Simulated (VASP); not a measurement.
A run of VASP 6.6.1:

INCAR

```
SYSTEM = Sb
PREC = Accurate ; ENCUT = 600
EDIFF = 1E-7 ; ISMEAR = 0
SIGMA = 0.1 ; LREAL = .FALSE.
LASPH = .TRUE. ; NELM = 100
ALGO = Normal ; ISIF = 4
LWAVE = .FALSE. ; LCHARG = .FALSE.
GGA = PE ; IVDW = 12
IBRION = 2 ; NSW = 50
EDIFFG = -0.01
```

The input KPOINTS:

```
Automatic mesh
0
G
  12 12 12
  0 0 0
```

The input POSCAR:

```
Sb
1.0
    2.1084518971      1.2173152705      3.5194711777
   -2.1084518971      1.2173152705      3.5194711777
    0.0000000000     -2.4346305407      3.5194711778
Sb
2
Direct
    0.2394708302      0.2394708302      0.2394708302
    0.7605291698      0.7605291698      0.7605291698
```

Potentials or basis: VASP PAW PBE potentials, release 64 (Sb).

Run with:

```bash
$ cat potpaw_PBE.64/Sb/POTCAR > POTCAR
$ mpirun -np 1 vasp_std > vasp.out
```

Hardware: 1 thread of Intel Xeon 8259CL, on a shared host.

Task: Estimate the wall time of this run.

Result: It took 5.3 min on 1 thread of Intel Xeon 8259CL, with other jobs on the host, peak memory 0.29 GiB. Counts: scf iterations 28, k points 189, ion steps 4.
